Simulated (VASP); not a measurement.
The system is Au.

```
CELL_PARAMETERS angstrom
0.00000 2.08564 2.08564
2.08564 0.00000 2.08564
2.08564 2.08564 0.00000
ATOMIC_POSITIONS crystal
Au 0.00000 0.00000 0.00000
```

- Program: VASP 6.6.1
- Task: relaxation of cell and atoms
- Functional: r2SCAN
- Potentials or basis: VASP PAW PBE potentials, release 64 (Au)
- Cutoff: 600 eV
- k mesh: 18 × 18 × 18
- Occupations: gaussian, width 0.1 eV
- Spin: no spin polarisation

At the start: pressure -4.5 GPa; volume 18.14 Å³/atom.

Q: Where does the relaxation end?

A: Over 3 steps the energy falls by 8.3 meV/atom and the volume is 17.58 Å³/atom (-3.1 %); space group Fm-3m (No. 225, to 0.1 Å) before and after.

Step by step:
```tsv
step	energy change (eV)	largest force (eV/Å)	pressure (GPa)	volume (Å³)
1	0.0000	0.0000	-4.49	18.14
2	0.0082	0.0000	7.62	16.84
3	-0.0083	0.0000	-0.03	17.58
```

Final structure:
```yaml
crystal:
  lattice:
    - [0.00000, 2.06379, 2.06379]
    - [2.06379, 0.00000, 2.06379]
    - [2.06379, 2.06379, 0.00000]
  atoms:
    - { symbol: Au, position: [0.00000, 0.00000, 0.00000] }
```

Caveat: the PAW data sets were made with another functional, which shifts forces and pressure a little.
